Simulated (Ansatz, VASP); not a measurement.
**One calculation of Al8H, two programs**

The input INCAR:

```
SYSTEM = Al8H
PREC = Accurate ; ENCUT = 520
EDIFF = 1E-6 ; ISMEAR = 0
SIGMA = 0.1 ; LREAL = Auto
LASPH = .TRUE. ; NELM = 60
ALGO = Normal ; ISIF = 2
LWAVE = .FALSE. ; LCHARG = .TRUE.
LDIPOL = .TRUE. ; IDIPOL = 3
DIPOL = 0.5 0.5 0.300 ; GGA = PE
LELF = .TRUE. ; LVHAR = .TRUE.
LVACPOTAV = .TRUE. ; NBANDS = 40
```

KPOINTS

```
regular mesh
0
G
  5 4 1
  0 0 0
```

The input POSCAR:

```
Al8H
1.0
    5.7143028096      0.0000000000      0.0000000000
    0.0000000000      8.0812445328      0.0000000000
    0.0000000000      0.0000000000     22.2437981863
Al H
16 2
Direct
    0.2500000000      0.2500000000      0.1798254042
    0.2500000000      0.7500000000      0.1798254042
    0.7500000000      0.2500000000      0.1798254042
    0.7500000000      0.7500000000      0.1798254042
    0.0000000000      0.0000000000      0.2440489550
    0.0000000000      0.5000000000      0.2440489550
    0.5000000000      0.0000000000      0.2440489550
    0.5000000000      0.5000000000      0.2440489550
    0.2500000000      0.2500000000      0.3102692916
    0.2500000000      0.7500000000      0.3102692916
    0.7500000000      0.2500000000      0.3102692916
    0.7500000000      0.7500000000      0.3102692916
    0.0000000000      0.0000000000      0.3706110853
    0.0000000000      0.5000000000      0.3706110853
    0.5000000000      0.0000000000      0.3706110853
    0.5000000000      0.5000000000      0.3706110853
    0.7500000000     -0.0402165779      0.4874975980
    0.7500000000      0.0402165779      0.4874975980
```

Input for Ansatz:

```yaml
crystal:
  lattice:
    - [5.7143028096, 0.0, 0.0]
    - [0.0, 8.0812445328, 0.0]
    - [0.0, 0.0, 22.2437981863]
  atoms:
    - { symbol: Al, position: [0.25, 0.25, 0.1798254042] }
    - { symbol: Al, position: [0.25, 0.75, 0.1798254042] }
    - { symbol: Al, position: [0.75, 0.25, 0.1798254042] }
    - { symbol: Al, position: [0.75, 0.75, 0.1798254042] }
    - { symbol: Al, position: [0.0, 0.0, 0.244048955] }
    - { symbol: Al, position: [0.0, 0.5, 0.244048955] }
    - { symbol: Al, position: [0.5, 0.0, 0.244048955] }
    - { symbol: Al, position: [0.5, 0.5, 0.244048955] }
    - { symbol: Al, position: [0.25, 0.25, 0.3102692916] }
    - { symbol: Al, position: [0.25, 0.75, 0.3102692916] }
    - { symbol: Al, position: [0.75, 0.25, 0.3102692916] }
    - { symbol: Al, position: [0.75, 0.75, 0.3102692916] }
    - { symbol: Al, position: [0.0, 0.0, 0.3706110853] }
    - { symbol: Al, position: [0.0, 0.5, 0.3706110853] }
    - { symbol: Al, position: [0.5, 0.0, 0.3706110853] }
    - { symbol: Al, position: [0.5, 0.5, 0.3706110853] }
    - { symbol: H, position: [0.75, -0.0402165779, 0.487497598] }
    - { symbol: H, position: [0.75, 0.0402165779, 0.487497598] }
basis:
  ecutwfc: 420
kpoints:
  mp_grid: { grid: [5, 4, 1] }
hamiltonian:
  xc: pbe
scf:
  occupations: { method: gaussian, width: 0.1 }
output:
  forces: true
  eigenvalues: true
efield:
  axis: 3
  dipole_correction: true
  ramp_width: 0.04
```

Alike in both runs: task single point; functional PBE; k mesh 5 × 4 × 1; occupations gaussian, width 0.1 eV; no spin polarisation.

|  | VASP | Ansatz |
| --- | --- | --- |
| version | VASP 6.6.1 | Ansatz 0.2.0 |
| potentials or method | VASP PAW PBE potentials, release 64 (Al, H), cutoff 520 eV | scalar-relativistic, plane waves, PAW |
| valence electrons in the cell | 50 | 50 |

|  | VASP | Ansatz | Ansatz less VASP |
| --- | --- | --- | --- |
| gap on the k mesh at the Fermi level (eV) | none | none | - |
| rms of the force components (eV/Å) | 0.941 | 0.935 | -0.0065 |
| work function, face that differs most (eV) | 3.89 | 3.89 | -0.003 |

Atom by atom the forces differ by 0.007 eV/Å (rms over components). A gap of «none» marks a metal or a gap that the smearing closes.
